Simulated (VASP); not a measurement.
A run of VASP 6.6.1:

File INCAR:

```
SYSTEM = S
  ALGO = Normal
  EDIFF = 1E-6
  EDIFFG = -0.04
  ENCUT = 600
  GGA = PS
  IBRION = 2
  ISIF = 3
  ISMEAR = 0
  LASPH = .TRUE.
  LCHARG = .FALSE.
  LREAL = .FALSE.
  LWAVE = .FALSE.
  NELM = 80
  NSW = 90
  PREC = Accurate
  SIGMA = 0.1
```

The input KPOINTS:

```
k-points
0
G
  6 6 6
  0 0 0
```

File POSCAR:

```
S
1.0
    5.6656459624      0.0000000000      0.0000000000
   -2.8328229812      4.9065933323      0.0000000000
    0.0000000000      0.0000000000      3.4732873074
S
3
Direct
    0.0000000000      0.0000000000      0.0000000000
    0.3333333333      0.6666666667      0.5000000000
    0.6666666667      0.3333333333      0.5000000000
```

Potentials or basis: VASP PAW PBE potentials, release 64 (S).

Run with:

```bash
$ cat potpaw_PBE.64/S/POTCAR > POTCAR
$ mpirun -np 1 vasp_std > vasp.out
```

Hardware: 1 thread of Intel(R) Xeon(R) 6975P-C (Granite Rapids), with other jobs on the host.

Task: How long does it take, and how much memory?

Result: It took 7 min on 1 thread of Intel(R) Xeon(R) 6975P-C (Granite Rapids), with other jobs on the host, peak memory 0.25 GiB. Counts: scf iterations 316, k points 28, ion steps 38.
